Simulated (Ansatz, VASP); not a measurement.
# SrCl2 in VASP and in Ansatz

The input POSCAR:

```
SrCl2
1.0
    0.0000000000      3.4412043558      3.4412043558
    3.4412043558      0.0000000000      3.4412043558
    3.4412043558      3.4412043558      0.0000000000
Sr Cl
1 2
Direct
    0.0000000000      0.0000000000      0.0000000000
    0.7500000000      0.7500000000      0.7500000000
    0.2500000000      0.2500000000      0.2500000000
```

The input INCAR.step1:

```
  PREC = Accurate
  ENCUT = 520
  ISMEAR = -1
  SIGMA = 0.05
  LREAL = F
  LASPH = T
  NELM = 60
  NBANDS = 19
  GGA = PE
  ALGO = Normal
  EDIFF = 1E-4
  LWAVE = T
  LCHARG = F
```

INCAR.step2

```
  PREC = Accurate
  ENCUT = 520
  EDIFF = 1E-6
  ISMEAR = -1
  SIGMA = 0.05
  LREAL = F
  LASPH = T
  NELM = 60
  ALGO = Normal
  ISIF = 2
  LWAVE = F
  LCHARG = T
  METAGGA = R2SCAN
  LMIXTAU = T
  LELF = T
  LVHAR = T
  NBANDS = 19
  ISTART = 1
```

The input KPOINTS:

```
regular mesh
0
Gamma
  7 7 7
```

File input.yaml:

```yaml
crystal:
  lattice:
    - [0.0, 3.4412043558, 3.4412043558]
    - [3.4412043558, 0.0, 3.4412043558]
    - [3.4412043558, 3.4412043558, 0.0]
  atoms:
    - { symbol: Sr, position: [0.0, 0.0, 0.0] }
    - { symbol: Cl, position: [0.75, 0.75, 0.75] }
    - { symbol: Cl, position: [0.25, 0.25, 0.25] }
hamiltonian:
  xc: r2scan
  pseudopotentials: { kind: paw }
kpoints:
  mp_grid: { grid: [7, 7, 7] }
scf:
  occupations: { method: fermi_dirac, width: 0.05 }
output:
  forces: true
  stress: true
  eigenvalues: true
```

Alike in both runs: task single point; functional r2SCAN; k mesh 7 × 7 × 7; occupations fermi-dirac, width 0.05 eV; no spin polarisation.

|  | VASP | Ansatz |
| --- | --- | --- |
| version | VASP 6.6.1 | Ansatz 0.2.0 |
| potentials or method | VASP PAW PBE potentials, release 64 (Sr_sv, Cl) | Ansatz PAW |
| plane-wave cutoff (eV) | 520 | 500 |
| valence electrons in the cell | 24 | 24 |

|  | VASP | Ansatz | Ansatz less VASP |
| --- | --- | --- | --- |
| gap on the k mesh at the Fermi level (eV) | 6.07 | 6.07 | -0.001 |
| least direct gap on the mesh (eV) | 6.18 | 6.18 | -0.001 |
| pressure (GPa) | 2.1 | 2.0 | -0.07 |

VASP's potentials were made for PBE, not for r2SCAN.

Noted on Ansatz's run: odd divisions of the mesh miss points on the zone boundary, where band edges often lie, so the gap on the mesh can be too wide.
